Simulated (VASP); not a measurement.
Input of a VASP 6.6.1 run:

INCAR

```
SYSTEM = C4F
  ALGO = Normal
  EDIFF = 1E-6
  ENCUT = 600
  GGA = PE
  GGA_COMPAT = .False.
  ISIF = 2
  ISMEAR = 0
  IVDW = 12
  LASPH = .True.
  LCHARG = .False.
  LREAL = .False.
  LWAVE = .False.
  NBANDS = 20
  NELM = 120
  PREC = Accurate
  SIGMA = 0.1
```

KPOINTS

```
k-points
0
Gamma
  12 12 12
  0 0 0
```

POSCAR

```
C4F
1.0
    2.0874094220      1.2051663917      2.5465196434
   -2.0874094220      1.2051663917      2.5465196434
    0.0000000000     -2.4103327835      2.5465196434
C F
4 1
Direct
    0.5000000000      0.5000000000      0.0000000000
    0.0000000000      0.5000000000      0.5000000000
    0.5000000000      0.0000000000      0.5000000000
    0.5000000000      0.5000000000      0.5000000000
    0.0000000000      0.0000000000      0.0000000000
```

Potentials or basis: VASP PAW PBE potentials, release 64 (C, F).

Command:

```sh
$ cat potpaw_PBE.64/C/POTCAR potpaw_PBE.64/F/POTCAR > POTCAR
$ mpirun -np 1 vasp_std > vasp.out
```

(1) Estimate the dispersion energy per atom.

(2) Estimate the pressure.

(3) Estimate the band gap on the k mesh.

Results:

(1) -0.133 eV.

(2) -0.3 GPa.

(3) zero (an odd number of electrons rules out a gap without spin polarisation).

Caveat: an odd number of electrons without spin polarisation forces a metal; a magnetic or distorted state may lie lower.
